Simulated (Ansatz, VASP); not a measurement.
**One calculation of AlN, two programs**

The input INCAR:

```
PREC = Accurate ; ENCUT = 520
EDIFF = 1E-6 ; ISMEAR = 0
SIGMA = 0.05 ; LREAL = F
LASPH = T ; NELM = 80
ALGO = Normal ; ISIF = 2
LWAVE = F ; LCHARG = F
GGA = PS ; NBANDS = 16
```

File KPOINTS:

```
regular mesh
0
Gamma
  9 9 6
```

POSCAR

```
AlN
1.0
    3.3179633512      0.0000000000      0.0000000000
   -1.6589816756      2.8734405509      0.0000000000
    0.0000000000      0.0000000000      3.9022566973
Al N
2 2
Direct
    0.3333333333      0.6666666667      0.7500000000
    0.6666666667      0.3333333333      0.2500000000
    0.3333333333      0.6666666667      0.2500000000
    0.6666666667      0.3333333333      0.7500000000
```

Input for Ansatz:

```yaml
crystal:
  lattice:
    - [3.3179633512, 0.0, 0.0]
    - [-1.6589816756, 2.8734405509, 0.0]
    - [0.0, 0.0, 3.9022566973]
  atoms:
    - { symbol: Al, position: [0.3333333333, 0.6666666667, 0.75] }
    - { symbol: Al, position: [0.6666666667, 0.3333333333, 0.25] }
    - { symbol: "N", position: [0.3333333333, 0.6666666667, 0.25] }
    - { symbol: "N", position: [0.6666666667, 0.3333333333, 0.75] }
basis:
  ecutwfc: 520.0
kpoints:
  mp_grid: { grid: [9, 9, 6] }
hamiltonian:
  xc: pbesol
  pseudopotentials: { kind: paw, azcp: { folder: soft_1 } }
scf:
  occupations: { method: gaussian, width: 0.05 }
output:
  forces: true
  stress: true
  eigenvalues: true
```

Alike in both runs: task single point; functional PBEsol; k mesh 9 × 9 × 6; occupations gaussian, width 0.05 eV; no spin polarisation.

|  | VASP | Ansatz |
| --- | --- | --- |
| version | VASP 6.6.1 | Ansatz 0.2.0 |
| potentials or method | VASP PAW PBE potentials, release 64 (Al, N), cutoff 520 eV | scalar-relativistic, plane waves, PAW |
| valence electrons in the cell | 16 | 16 |

VASP gave:

```
gap on the k mesh at the Fermi level (eV)                     : 3.83
least direct gap on the mesh (eV)                             : 3.83
pressure (GPa)                                                : 11.9
traceless stress, the component that is largest in VASP (GPa) : 11.66
```

Problem. Which values does Ansatz return?

Solution. gap on the k mesh at the Fermi level (eV): 3.82; least direct gap on the mesh (eV): 3.82; pressure (GPa): 11.8; traceless stress, the component that is largest in VASP (GPa): 11.50.

VASP's potentials were made for PBE, not for PBEsol, and Ansatz warns of the same on its side.
